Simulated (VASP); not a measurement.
Crystal: Mg2CdS3.

```xyz
12
Lattice="0.1005 0.0453 -6.6737 6.3807 -3.6598 -0.0689 -6.2715 -3.4707 0.1175" Properties=species:S:1:pos:R:3 pbc="T T T"
Mg   -2.0605   -2.3383   -3.2866
Mg    2.2724   -4.6778   -6.6670
Mg   -1.9315   -4.5852   -6.6112
Mg    2.2306   -2.3015   -3.2530
Cd    0.1087   -5.8853   -3.3314
Cd    0.0845   -1.2181   -6.7071
S     0.1520   -5.8754   -5.8106
S    -1.9853   -2.3598   -5.7935
S     2.2830   -4.7218   -2.5109
S     0.0785   -1.3299   -2.6039
S    -2.0774   -4.6171   -2.3384
S     2.3296   -2.4990   -5.8536
```

```yaml
Program: VASP 6.6.1
Task: relaxation of cell and atoms
Functional: PBE
Potentials_or_basis: VASP PAW PBE potentials, release 64 (Mg, Cd, S)
Cutoff: 600 eV
k_mesh: 2 × 3 × 3
Occupations: gaussian, width 0.1 eV
Spin: no spin polarisation
```

At the start: pressure -1.6 GPa; volume 25.07 Å³/atom.

Problem. Where does the relaxation end?

Solution. Over 14 steps the energy falls by 39.4 meV/atom and the volume is 24.01 Å³/atom (-4.2 %); space group P1 (No. 1, to 0.1 Å) before, Cmc2_1 (No. 36, to 0.1 Å).

The path:
```tsv
step	energy change (eV)	largest force (eV/Å)	pressure (GPa)	volume (Å³)
1	0.0000	1.3004	-1.64	300.89
2	-0.3670	0.5423	-0.21	289.80
3	-0.4100	0.4714	0.73	284.66
4	-0.4500	0.2021	-0.01	288.20
5	-0.4533	0.1399	-0.26	289.57
6	-0.4620	0.0971	-0.02	288.29
7	-0.4642	0.0822	0.18	287.29
8	-0.4686	0.0619	0.01	288.15
9	-0.4694	0.0581	-0.09	288.71
10	-0.4711	0.0440	0.02	288.13
11	-0.4713	0.0486	0.09	287.79
12	-0.4723	0.0328	-0.02	288.35
13	-0.4723	0.0353	-0.06	288.56
14	-0.4728	0.0176	0.02	288.17
```

Final structure:
```yaml
crystal:
  lattice:
    - [-0.00629, 0.00256, -6.62387]
    - [6.13446, -3.54519, 0.00521]
    - [-6.13597, -3.54586, -0.00312]
  atoms:
    - { symbol: Mg, position: [0.49838, 0.16556, 0.50203] }
    - { symbol: Mg, position: [0.99848, 0.83440, 0.49784] }
    - { symbol: Mg, position: [0.99841, 0.49806, 0.83396] }
    - { symbol: Mg, position: [0.49817, 0.50233, 0.16572] }
    - { symbol: Cd, position: [0.49847, 0.82876, 0.82913] }
    - { symbol: Cd, position: [0.99882, 0.17155, 0.17110] }
    - { symbol: S, position: [0.88734, 0.82439, 0.82424] }
    - { symbol: S, position: [0.87110, 0.16766, 0.51185] }
    - { symbol: S, position: [0.37126, 0.83207, 0.48830] }
    - { symbol: S, position: [0.38748, 0.17582, 0.17618] }
    - { symbol: S, position: [0.37105, 0.48751, 0.83241] }
    - { symbol: S, position: [0.87103, 0.51190, 0.16724] }
```

Caveat: the k points lie up to 0.47 Å⁻¹ apart in the final cell.
